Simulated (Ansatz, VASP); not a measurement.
One calculation of Rh, two programs

```
Rh
1.0
     2.73098    0.00000    0.00000
    -1.36549    2.36510    0.00000
     0.00000    0.00000    4.56134
Rh
2
Direct
  0.66667 0.33333 0.75000
  0.33333 0.66667 0.25000
```

Change from the starting cell: strain +0.000 along x and y, +0.030 along z, atoms carried along.

Alike in both runs: task single point; functional PBEsol; k mesh 18 × 18 × 12; occupations gaussian, width 0.15 eV; no spin polarisation.

|  | VASP | Ansatz |
| --- | --- | --- |
| version | VASP 6.6.1 | Ansatz 0.2.0 |
| potentials or method | VASP PAW PBE potentials, release 64 (Rh_pv), cutoff 500 eV | scalar-relativistic, plane waves, PAW |
| valence electrons in the cell | 30 | 34 |

Ansatz gave:

```
gap on the k mesh at the Fermi level (eV)                     : none
pressure (GPa)                                                : -19.4
traceless stress, the component that is largest in VASP (GPa) : -4.91
```

Task: Which values does VASP return?

Result: gap on the k mesh at the Fermi level (eV): none; pressure (GPa): -19.4; traceless stress, the component that is largest in VASP (GPa): -4.92.

VASP's potentials were made for PBE, not for PBEsol. A gap of «none» marks a metal or a gap that the smearing closes. With one functional, cell and mesh, what is left measures potentials, basis and numerics. VASP's potentials hold 30 valence electrons a cell and Ansatz's 34, so a difference there can come from the potentials and not from the codes.
